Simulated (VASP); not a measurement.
Input of a VASP 6.6.1 run:

File INCAR:

```
ALGO = Normal
EDIFF = 1E-7
ENCUT = 520
GGA = PE
ISIF = 2
ISMEAR = 0
LASPH = True
LCHARG = False
LREAL = False
LWAVE = False
NBANDS = 26
NELM = 60
PREC = Accurate
SIGMA = 0.05
```

Contents of KPOINTS:

```
k-points
0
Gamma
  12 12 6
```

The input POSCAR:

```
ZnO
1.0
    3.5418333468      0.0000000000      0.0000000000
   -1.7709166734      3.0673176543      0.0000000000
    0.0000000000      0.0000000000      5.2931304626
Zn O
2 2
Direct
    0.3333333333      0.6666666667      0.0015026881
    0.6666666667      0.3333333333      0.5015026881
    0.3333333333      0.6666666667      0.3805973119
    0.6666666667      0.3333333333      0.8805973119
```

Potentials or basis: VASP PAW PBE potentials, release 64 (Zn, O).

Command:

```console
$ cat potpaw_PBE.64/Zn/POTCAR potpaw_PBE.64/O/POTCAR > POTCAR
$ mpirun -np 1 vasp_std > vasp.out
```

**Question.** Estimate the band gap on the k mesh.

**Answer.** 0.49 eV.

**Question.** Estimate the pressure.

**Answer.** -12.9 GPa.

Stress tensor (GPa, compression positive):
```
-16.07   0.00   0.00
  0.00 -16.07   0.00
  0.00   0.00  -6.61
```

Caveat: the cell differs from its parent crystal (strain +0.080 along x and y, +0.000 along z); the stress differs along the axes, from -16 to -7 GPa; semilocal functionals underestimate gaps, and a narrow one can read as zero.
